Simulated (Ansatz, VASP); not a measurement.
# One calculation of Mg2Sn, two programs

```
Mg Sn
1.0
     0.00000    3.40840    3.40840
     3.40840    0.00000    3.40840
     3.40840    3.40840    0.00000
Mg Sn
2 1
Direct
  0.25000 0.25000 0.25000
  0.75000 0.75000 0.75000
  0.00000 0.00000 0.00000
```

Alike in both runs: functional PBE; k mesh 12 × 12 × 12; occupations gaussian, width 0.1 eV; no spin polarisation.

Ansatz relaxed the structure, and its values are those at the end. VASP's run is a single point on that final structure, the one shown.

|  | VASP | Ansatz |
| --- | --- | --- |
| version | VASP 6.6.1 | Ansatz 0.2.0 |
| potentials or method | VASP PAW PBE potentials, release 64 (Mg, Sn_d), cutoff 600 eV | scalar-relativistic, plane waves, PAW |
| valence electrons in the cell | 18 | 34 |

```tsv
	VASP	Ansatz	Ansatz less VASP
gap on the k mesh at the Fermi level (eV)	none	none	-
pressure (GPa)	0.0	0.0	+0.01
```

A gap of «none» marks a metal or a gap that the smearing closes. VASP's potentials hold 18 valence electrons a cell and Ansatz's 34, so a difference there can come from the potentials and not from the codes.
